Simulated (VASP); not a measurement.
# MgO in VASP: a series of runs

The runs below take MgO through single point, with r2SCAN, PBE.

Everything below comes from runs of VASP 6.6.1. Logs are shortened: lines on timing, memory, paths and dates and some standing lists are left out, and cuts for length are marked.

## 1. The cell of the first run

Symmetry: Fm-3m, No. 225, cubic system. The conventional cell has a = 4.309 Å, b = 4.309 Å, c = 4.309 Å, α = 90.00°, β = 90.00°, γ = 90.00°. Mg (site symmetry m-3m) has 6 O at 2.15 Å within 2.9 Å. Within 2.9 Å of O (site symmetry m-3m) lie 6 Mg at 2.15 Å.

## 2. Single point, r2SCAN (strain +2.5%)

File POSCAR:

```
MgO
1.0
    0.0000000000      2.1547216012      2.1547216012
    2.1547216012      0.0000000000      2.1547216012
    2.1547216012      2.1547216012      0.0000000000
Mg O
1 1
Direct
    0.0000000000      0.0000000000      0.0000000000
    0.5000000000      0.5000000000      0.5000000000
```

File INCAR.step1:

```
PREC = Accurate
ENCUT = 520
ISMEAR = 0
SIGMA = 0.01
LREAL = False
LASPH = True
NELM = 80
NBANDS = 11
GGA = PE
ALGO = Normal
EDIFF = 1E-4
LWAVE = True
LCHARG = False
```

File INCAR.step2:

```
PREC = Accurate
ENCUT = 520
EDIFF = 1E-7
ISMEAR = 0
SIGMA = 0.01
LREAL = False
LASPH = True
NELM = 80
ALGO = Normal
ISIF = 2
LWAVE = False
LCHARG = False
METAGGA = R2SCAN
LMIXTAU = True
NBANDS = 11
ISTART = 1
```

File KPOINTS:

```
regular mesh
0
Gamma
  10 10 10
```

Potentials or basis: VASP PAW PBE potentials, release 64 (Mg, O).

On the command line:

```
$ cat potpaw_PBE.64/Mg/POTCAR potpaw_PBE.64/O/POTCAR > POTCAR
$ cp INCAR.step1 INCAR
$ mpirun -np 1 vasp_std > vasp.out
$ cp INCAR.step2 INCAR
$ mpirun -np 1 vasp_std > vasp.out
```

OUTCAR:

```text
PREC = Accurate
   ENCUT = 520
   EDIFF = 1E-7
   ISMEAR = 0
   LREAL = False
   LASPH = True
   NELM = 80
   ISIF = 2
   METAGGA = R2SCAN
   ISTART = 1

 ion  position               nearest neighbor table
   1  0.000  0.000  0.000-   2 2.15   2 2.15   2 2.15   2 2.15   2 2.15   2 2.15
   2  0.500  0.500  0.500-   1 2.15   1 2.15   1 2.15   1 2.15   1 2.15   1 2.15

  LATTYP: Found a face centered cubic cell.
 ALAT       =     4.3094432024

  Lattice vectors:

 A1 = (   0.0000000000,   2.1547216012,   2.1547216012)
 A2 = (   2.1547216012,   0.0000000000,   2.1547216012)
 A3 = (   2.1547216012,   2.1547216012,   0.0000000000)

Analysis of symmetry for initial positions (statically):
=====================================================================
 Subroutine PRICEL returns:
 Original cell was already a primitive cell.

 Routine SETGRP: Setting up the symmetry group for a
 face centered cubic supercell.

 Subroutine GETGRP returns: Found 48 space group operations
 (whereof 48 operations were pure point group operations)
 out of a pool of 48 trial point group operations.

The static configuration has the point symmetry O_h .

Analysis of symmetry for dynamics (positions and initial velocities):
=====================================================================
 Subroutine PRICEL returns:
 Original cell was already a primitive cell.

 Routine SETGRP: Setting up the symmetry group for a
 face centered cubic supercell.

 Subroutine GETGRP returns: Found 48 space group operations
 (whereof 48 operations were pure point group operations)
 out of a pool of 48 trial point group operations.

The dynamic configuration has the point symmetry O_h .

 Subroutine INISYM returns: Found 48 space group operations
 (whereof 48 operations are pure point group operations),
 and found     1 'primitive' translations

----------------------------------------------------------------------------------------

                                     Primitive cell

  volume of cell :      20.0080

  direct lattice vectors                    reciprocal lattice vectors
     0.000000000  2.154721601  2.154721601    -0.232048539  0.232048539  0.232048539
     2.154721601  0.000000000  2.154721601     0.232048539 -0.232048539  0.232048539
     2.154721601  2.154721601  0.000000000     0.232048539  0.232048539 -0.232048539

  length of vectors
     3.047236512  3.047236512  3.047236512     0.401919860  0.401919860  0.401919860

  position of ions in fractional coordinates (direct lattice)
     0.000000000  0.000000000  0.000000000
     0.500000000  0.500000000  0.500000000

  ion indices of the primitive-cell ions
   primitive index   ion index
                 1           1
                 2           2

----------------------------------------------------------------------------------------

 KPOINTS: regular mesh

Automatic generation of k-mesh.
 Grid dimensions read from file:
 generate k-points for:   10   10   10

 Generating k-lattice:

  Cartesian coordinates                     Fractional coordinates (reciprocal lattice)
    -0.023204854  0.023204854  0.023204854     0.100000000  0.000000000  0.000000000
     0.023204854 -0.023204854  0.023204854     0.000000000  0.100000000  0.000000000
     0.023204854  0.023204854 -0.023204854     0.000000000  0.000000000  0.100000000

  Length of vectors
     0.040191986  0.040191986  0.040191986

  Shift w.r.t. Gamma in fractional coordinates (k-lattice)
     0.000000000  0.000000000  0.000000000

 Subroutine IBZKPT returns following result:
 ===========================================

 Found     47 irreducible k-points:

 Following reciprocal coordinates:
            Coordinates               Weight
  0.000000  0.000000  0.000000      1.000000
  0.100000  0.000000  0.000000      8.000000
  0.200000  0.000000  0.000000      8.000000
  0.300000  0.000000  0.000000      8.000000
  0.400000  0.000000  0.000000      8.000000
  0.500000  0.000000  0.000000      4.000000
[... 16 lines left out ...]
  0.300000  0.300000  0.000000      6.000000
  0.400000  0.300000  0.000000     24.000000
 [... further k-points ...]
   k-points           NKPTS =     47   k-points in BZ     NKDIM =     47   number of bands    NBANDS=     11
   number of dos      NEDOS =    301   number of ions     NIONS =      2
   total plane-waves  NPLWV =  13824
   dimension x,y,z NGX =    24 NGY =   24 NGZ =   24
   dimension x,y,z NGXF=    48 NGYF=   48 NGZF=   48
   ions per type =               1   1
   NGX,Y,Z   is equivalent  to a cutoff of  13.09, 13.09, 13.09 a.u.
   NGXF,Y,Z  is equivalent  to a cutoff of  26.19, 26.19, 26.19 a.u.
 SYSTEM =  unknown system
   PREC   = accura    normal or accurate (medium, high low for compatibility)
   ISTART =      1    job   : 0-new  1-cont  2-samecut
   ICHARG =      0    charge: 1-file 2-atom 10-const
   ISPIN  =      1    spin polarized calculation?
   LNONCOLLINEAR =      F non collinear calculations
   LSORBIT =      F    spin-orbit coupling
   LASPH  =      T    aspherical Exc in radial PAW
   ENCUT  =  520.0 eV  38.22 Ry    6.18 a.u.   5.67  5.67  5.67*2*pi/ulx,y,z
   NELM   =     80;   NELMIN=  2; NELMDL=  0     # of ELM steps
   EDIFF  = 0.1E-06   stopping-criterion for ELM
   LREAL  =      F    real-space projection
   EDIFFG = 0.1E-05   stopping-criterion for IOM
   NSW    =      0    number of steps for IOM
   IBRION =     -1    ionic relax: 0-MD 1-quasi-New 2-CG
   NFREE  =      0    steps in history (QN), initial steepest desc. (CG)
   ISIF   =      2    stress and relaxation
   ISYM   =      2    0-nonsym 1-usesym 2-fastsym
   POTIM  = 0.5000    time-step for ionic-motion
   TEBEG  =    0.0;   TEEND  =   0.0 temperature during run
   PSTRESS=    0.0 pullay stress
   NELECT =       8.0000    total number of electrons
   NUPDOWN=      -1.0000    fix difference up-down
   EMIN   =  10.00;   EMAX   =-10.00  energy-range for DOS
   EFERMI =   0.00;   METHOD = LEGACY
   ISMEAR =     0;   SIGMA  =   0.01  broadening in eV -4-tet -1-fermi 0-gaus
   EFERMI_NEDOS =   21; number of points for ismear=-14 and -15
   IALGO  =     38    algorithm
   IMIX   =      4    mixing-type and parameters
     AMIX     =   0.40;   BMIX     =  1.00
     AMIX_MAG =   1.60;   BMIX_MAG =  1.00
  volume/ion in A,a.u.               =      10.00        67.51
  Fermi-wavevector in a.u.,A,eV,Ry     =   1.206064  2.279130 19.790901  1.454590
  Thomas-Fermi vector in A             =   2.341742
   LORBIT       =      0    0 simple, 1 ext, 2 COOP (PROOUT), +10 PAW based schemes
   METAGGA = R2SCAN    functional components
   LHFCALC =     F    Hartree Fock is set to
   AEXX    =    0.0000 exact exchange contribution
   IVDW    =     0    specifies the selected vdW correction
   LEPSILON=     F    determine dielectric tensor
   LRPA    =     F    only Hartree local field effects (RPA)
 non-spin polarized calculation
 Gauss-broadening in eV      SIGMA  =   0.01
  energy-cutoff  :      520.00
  volume of cell :       20.01
 maximum number of plane-waves:       548
   NGX = 11   NGY = 11   NGZ = 11

 number of electron       7.9999998 magnetization

 Free energy of the ion-electron system (eV)
  ---------------------------------------------------
  ext. energy  EPLUGINS =         0.00000000
  ---------------------------------------------------
  free energy    TOTEN  =       -16.10276875 eV

  energy without entropy =      -16.10276875  energy(sigma->0) =      -16.10276875

 E-fermi :   2.3624     XC(G=0): -11.2469

 val. band max:        2.2922328804   @ k =   0.0000   0.0000   0.0000
 cond. band min:       7.2310711769   @ k =   0.0000   0.0000   0.0000
 fundamental gap:      4.9388382965
 Fermi energy:         2.3624122851

 k-point     1 :       0.0000    0.0000    0.0000
  band No.  band energies     occupation
      1     -15.5734      2.00000
      2       2.2922      2.00000
      3       2.2922      2.00000
      4       2.2922      2.00000
      5       7.2311      0.00000
      6      18.7183      0.00000
      7      18.7183      0.00000
      8      18.7183      0.00000
      9      22.6714      0.00000
     10      24.3670      0.00000
     11      24.3670      0.00000

 k-point     2 :       0.1000    0.0000    0.0000
  band No.  band energies     occupation
      1     -15.4816      2.00000
      2       1.6811      2.00000
      3       2.2307      2.00000
      4       2.2307      2.00000
      5       7.8481      0.00000
      6      17.4931      0.00000
      7      18.9446      0.00000
      8      18.9446      0.00000
      9      23.5475      0.00000
     10      23.5475      0.00000
     11      24.2340      0.00000

 k-point     3 :       0.2000    0.0000    0.0000
  band No.  band energies     occupation
      1     -15.2315      2.00000
      2       0.4347      2.00000
      3       2.0742      2.00000
      4       2.0742      2.00000
      5       9.0637      0.00000
      6      15.9632      0.00000
      7      19.3725      0.00000
      8      19.3725      0.00000
      9      22.8340      0.00000
     10      22.8340      0.00000
     11      24.8936      0.00000

 k-point     4 :       0.3000    0.0000    0.0000
  band No.  band energies     occupation
      1     -14.8983      2.00000
      2      -0.8037      2.00000
      3       1.8896      2.00000
      4       1.8896      2.00000
      5      10.0874      0.00000
      6      15.1872      0.00000
      7      19.3928      0.00000
      8      19.3928      0.00000
      9      23.3270      0.00000
     10      23.3270      0.00000
     11      24.2896      0.00000
[... 239 lines left out ...]
 k-point    22 :      -0.2000    0.2000    0.0000
  band No.  band energies     occupation
      1     -14.7987      2.00000
      2      -0.6201      2.00000
      3       1.0565      2.00000
      4       1.8890      2.00000
      5      10.9956      0.00000
      6      14.8246      0.00000
      7      17.7819      0.00000
      8      20.4564      0.00000
      9      21.3556      0.00000
     10      24.1913      0.00000
     11      27.4320      0.00000

 k-point    23 :       0.3000    0.3000    0.0000
  band No.  band energies     occupation
      1     -14.7236      2.00000
      2      -0.6683      2.00000
      3       1.4077      2.00000
      4       1.4077      2.00000
      5      11.3903      0.00000
      6      13.5032      0.00000
      7      17.1324      0.00000
      8      20.6345      0.00000
      9      20.6345      0.00000
     10      26.9833      0.00000
     11      29.8123      0.00000

 k-point    24 :       0.4000    0.3000    0.0000
  band No.  band energies     occupation
      1     -14.5158      2.00000
      2      -1.0619      2.00000
      3       1.0707      2.00000
      4       1.2680      2.00000
      5      12.1778      0.00000
      6      13.1928      0.00000
      7      16.3169      0.00000
      8      20.8430      0.00000
      9      21.0506      0.00000
     10      27.7069      0.00000
     11      29.3614      0.00000

 [... further k-points ...]
[... 5 lines left out ...]
  --------------------------------------------------------------------------------------
  -------------------------------------------------------------------------------------
  Total       -1.4606286     -1.4606286     -1.4606286      0.0000000     -0.0000000      0.0000000
  in kB     -116.9625644   -116.9625644   -116.9625644      0.0000000     -0.0000000      0.0000000
  external PRESSURE =    -116.9625644 kB  Pullay stress =       0.0000000 kB

 VOLUME and BASIS-vectors are now :
 -----------------------------------------------------------------------------
  energy-cutoff  :      520.00
  volume of cell :       20.01
      direct lattice vectors                 reciprocal lattice vectors
     0.000000000  2.154721601  2.154721601    -0.232048539  0.232048539  0.232048539
     2.154721601  0.000000000  2.154721601     0.232048539 -0.232048539  0.232048539
     2.154721601  2.154721601  0.000000000     0.232048539  0.232048539 -0.232048539

 POSITION                                       TOTAL-FORCE (eV/Angst)
 -----------------------------------------------------------------------------------
      0.00000      0.00000      0.00000        -0.000000     -0.000000     -0.000000
      2.15472      2.15472      2.15472         0.000000      0.000000      0.000000
 -----------------------------------------------------------------------------------
    total drift:                               -0.000000     -0.000000      0.000000

  FREE ENERGIE OF THE ION-ELECTRON SYSTEM (eV)
  ---------------------------------------------------
  free  energy   TOTEN  =       -16.1027687518 eV

  energy  without entropy=      -16.1027687518  energy(sigma->0) =      -16.10276875
```

Run time: 18 s. Hardware: 1 thread of Intel Xeon 6975P-C (Granite Rapids), shared host; peak memory 0.14 GiB.

What came out:

| Property | Result |
| --- | --- |
| Free energy | -16.1028 eV |
| Pressure | -11.7 GPa |
| Band gap on the k mesh | 4.94 eV, direct |

Levels at points of the mesh, in eV from the valence-band top:
| k point | band 2 | band 3 | band 4 | band 5 | band 6 | band 7 |
| --- | --- | --- | --- | --- | --- | --- |
| (0.00, 0.00, 0.00) | 0.00 | 0.00 | 0.00 | 4.94 | 16.43 | 16.43 |
| (0.50, 0.00, 0.00) | -4.31 | -0.60 | -0.60 | 8.35 | 13.00 | 16.70 |
| (0.50, 0.50, 0.00) | -3.82 | -1.28 | -1.28 | 9.93 | 10.31 | 13.54 |

Caveat: the cell differs from its parent crystal (strain +2.5%); the PAW data sets were made with another functional, which shifts forces and pressure a little.

## 3. Single point, PBE (uniaxial z strain +3.0%)

File INCAR:

```
SYSTEM = MgO
PREC = Accurate ; ENCUT = 520
EDIFF = 1E-6 ; ISMEAR = -1
SIGMA = 0.02 ; LREAL = .False.
LASPH = .True. ; NELM = 80
ALGO = Normal ; ISIF = 2
LWAVE = .False. ; LCHARG = .False.
GGA = PE ; NBANDS = 11
```

File KPOINTS:

```
regular mesh
0
Gamma
  10 10 10
  0 0 0
```

File POSCAR:

```
MgO
1.0
    0.0000000000      2.1021674158      2.1652324383
    2.1021674158      0.0000000000      2.1652324383
    2.1021674158      2.1021674158      0.0000000000
Mg O
1 1
Direct
    0.0000000000      0.0000000000      0.0000000000
    0.5000000000      0.5000000000      0.5000000000
```

Potentials or basis: VASP PAW PBE potentials, release 64 (Mg, O).

On the command line:

```
$ cat potpaw_PBE.64/Mg/POTCAR potpaw_PBE.64/O/POTCAR > POTCAR
$ mpirun -np 1 vasp_std > vasp.out
```

OUTCAR:

```text
SYSTEM = MgO
   PREC = Accurate
   ENCUT = 520
   EDIFF = 1E-6
   ISMEAR = -1
   LREAL = .False.
   LASPH = .True.
   NELM = 80
   ISIF = 2
   GGA = PE

 ion  position               nearest neighbor table
   1  0.000  0.000  0.000-   2 2.10   2 2.10   2 2.10   2 2.10   2 2.17   2 2.17
   2  0.500  0.500  0.500-   1 2.10   1 2.10   1 2.10   1 2.10   1 2.17   1 2.17

  LATTYP: Found a body centered tetragonal cell.
 ALAT       =     2.9729136698
 C/A-ratio  =     1.4566399693

[... 524 lines left out ...]

------------------------ aborting loop because EDIFF is reached ----------------------------------------

  FORCE on cell =-STRESS in cart. coord.  units (eV):
  Direction    XX          YY          ZZ          XY          YZ          ZX
  --------------------------------------------------------------------------------------
  -------------------------------------------------------------------------------------
  Total        0.2483479      0.2483479     -0.3705534      0.0000000     -0.0000000      0.0000000
  in kB       20.7922750     20.7922750    -31.0236015      0.0000000     -0.0000000      0.0000000
  external PRESSURE =       3.5203162 kB  Pullay stress =       0.0000000 kB

 VOLUME and BASIS-vectors are now :
 -----------------------------------------------------------------------------
  energy-cutoff  :      520.00
  volume of cell :       19.14
      direct lattice vectors                 reciprocal lattice vectors
     0.000000000  2.102167416  2.165232438    -0.237849753  0.237849753  0.230922090
     2.102167416  0.000000000  2.165232438     0.237849753 -0.237849753  0.230922090
     2.102167416  2.102167416  0.000000000     0.237849753  0.237849753 -0.230922090

 POSITION                                       TOTAL-FORCE (eV/Angst)
 -----------------------------------------------------------------------------------
      0.00000      0.00000      0.00000         0.000000      0.000000     -0.000000
      2.10217      2.10217      2.16523         0.000000     -0.000000      0.000000
 -----------------------------------------------------------------------------------
    total drift:                               -0.000000     -0.000000      0.000000

  FREE ENERGIE OF THE ION-ELECTRON SYSTEM (eV)
  ---------------------------------------------------
  free  energy   TOTEN  =       -11.9055746530 eV

  energy  without entropy=      -11.9055746530  energy(sigma->0) =      -11.90557465
```

OSZICAR:

```text
N       E                     dE             d eps       ncg     rms          rms(c)
DAV:   1     0.127534863942E+02    0.12753E+02   -0.45912E+03  2636   0.644E+02
DAV:   2    -0.129071138932E+02   -0.25661E+02   -0.24859E+02  2572   0.133E+02
DAV:   3    -0.134661747181E+02   -0.55906E+00   -0.55861E+00  2714   0.167E+01
DAV:   4    -0.134675530358E+02   -0.13783E-02   -0.13783E-02  2490   0.942E-01
DAV:   5    -0.134675575691E+02   -0.45333E-05   -0.45333E-05  2643   0.531E-02    0.721E+00
DAV:   6    -0.119246167597E+02    0.15429E+01   -0.89824E+00  2349   0.163E+01    0.226E+00
DAV:   7    -0.119115675854E+02    0.13049E-01   -0.59815E-02  2481   0.215E+00    0.135E+00
DAV:   8    -0.119059962435E+02    0.55713E-02   -0.29505E-02  2361   0.192E+00    0.247E-01
DAV:   9    -0.119055887490E+02    0.40749E-03   -0.61687E-04  2586   0.173E-01    0.138E-01
DAV:  10    -0.119055725149E+02    0.16234E-04   -0.51820E-04  2484   0.169E-01    0.838E-03
DAV:  11    -0.119055746876E+02   -0.21727E-05   -0.27983E-06  2622   0.137E-02    0.561E-03
DAV:  12    -0.119055746530E+02    0.34583E-07   -0.54241E-07  1434   0.573E-03
   1 F= -.11905575E+02 E0= -.11905575E+02  d E =-.186692E-11
```

stdout:

```text
POSCAR found type information on POSCAR MgO
 POSCAR found :  2 types and       2 ions
 scaLAPACK will be used
 LDA part: xc-table for (Slater+PW92), standard interpolation
 POSCAR, INCAR and KPOINTS ok, starting setup
 FFT: planning ... GRIDC
 FFT: planning ... GRID_SOFT
 FFT: planning ... GRID
 WAVECAR not read
 entering main loop
```

Run time: 6.9 s. Hardware: 1 thread of Intel Xeon 6975P-C (Granite Rapids), shared host; peak memory 0.15 GiB.

What came out:

```
Free energy            : -11.9056 eV
Pressure               : 0.4 GPa
Band gap on the k mesh : 4.45 eV, direct
```

Levels at points of the mesh, in eV from the valence-band top:
```csv
k point,band 2,band 3,band 4,band 5,band 6,band 7
"(0.00, 0.00, 0.00)",-0.06,-0.06,0.00,4.45,15.43,15.74
"(0.50, 0.00, 0.00)",-4.55,-0.70,-0.64,7.70,12.29,15.72
"(0.50, 0.50, 0.00)",-4.09,-1.27,-1.27,9.25,9.71,12.55
"(0.50, 0.00, 0.50)",-3.99,-1.49,-1.30,8.96,9.66,12.94
```

Caveat: the cell differs from its parent crystal (uniaxial z strain +3.0%).

(Part 1 of 2 ends here.)
